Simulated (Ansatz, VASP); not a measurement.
**H4C2O: VASP beside Ansatz**

```xyz
21
Lattice="6.8873 0.0000 0.0000 0.0000 6.8873 0.0000 0.0000 0.0000 6.8873" Properties=species:S:1:pos:R:3 pbc="T T T"
C     0.8900    6.5271    0.2277
C     4.7360    1.5185    5.7040
C     5.8076    3.6135    2.5620
C     1.6494    3.5521    4.7894
C     4.6153    5.0955    5.9755
C     4.7086    0.1162    2.6005
H     1.7196    7.0185    0.7486
H     0.0538    6.4063    0.9242
H     1.2231    5.5469   -0.1307
H     0.5736    7.1367   -0.6240
H     5.0868    1.4835    6.7429
H     3.7337    1.0839    5.6276
H     5.4327    0.9584    5.0701
H     4.7113    2.5621    5.3601
H     6.0608    2.5500    2.6673
H     5.5518    4.0318    3.5412
H     4.9516    3.7165    1.8897
H     6.6668    4.1546    2.1488
O     0.9949    2.6813    5.1083
O     3.9433    5.0912    6.8912
O     3.5820    0.0483    2.7248
```

Alike in both runs: functional PBE; dispersion D3(BJ); k mesh 1 × 1 × 1; occupations fermi-dirac, width 0.05 eV; no spin polarisation.

Ansatz relaxed the structure, and its values are those at the end. VASP's run is a single point on that final structure, the one shown.

|  | VASP | Ansatz |
| --- | --- | --- |
| version | VASP 6.6.1 | Ansatz 0.2.0 |
| potentials or method | VASP PAW PBE potentials, release 64 (C_h, H_h, O_h), cutoff 1000 eV | scalar-relativistic, plane waves, PAW |
| valence electrons in the cell | 54 | 54 |

|  | VASP | Ansatz | Ansatz less VASP |
| --- | --- | --- | --- |
| rms of the force components (eV/Å) | 0.021 | 0.027 | +0.0063 |
